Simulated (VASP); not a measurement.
Runs of VASP 6.6.1 on TiB. The structure is that of space group I-4m2 (No. 119), or close to it. The cells are those of the table. 

```tsv
cell	gap on the mesh (eV)	pressure (GPa)
a = 2.888, b = 2.888, c = 3.335 Å, angles 54.7, 54.7, 70.5°, 2 atoms	none	107.2
a = 3.242, b = 3.242, c = 2.647 Å, angles 65.9, 65.9, 48.2°, 2 atoms	none	111.4
a = 2.911, b = 2.911, c = 3.137 Å, angles 57.4, 57.4, 65.2°, 2 atoms	none	(a)
a = 3.309, b = 3.309, c = 2.596 Å, angles 66.9, 66.9, 46.2°, 2 atoms	none	107.2
```

Alike in all rows: task single point; level r2SCAN; potentials or basis VASP PAW PBE potentials, release 64 (Ti_sv, B); no spin polarisation; k mesh 22 × 22 × 22; cutoff (eV) 520; smearing gaussian 0.15 eV.

Q: Fill in the values left out.

A: (a) 118.3.

Caveats: the cell stands under pressure; the PAW data sets were made with another functional, which shifts forces and pressure a little.

A gap of «none» marks levels without a gap at the run's occupations.
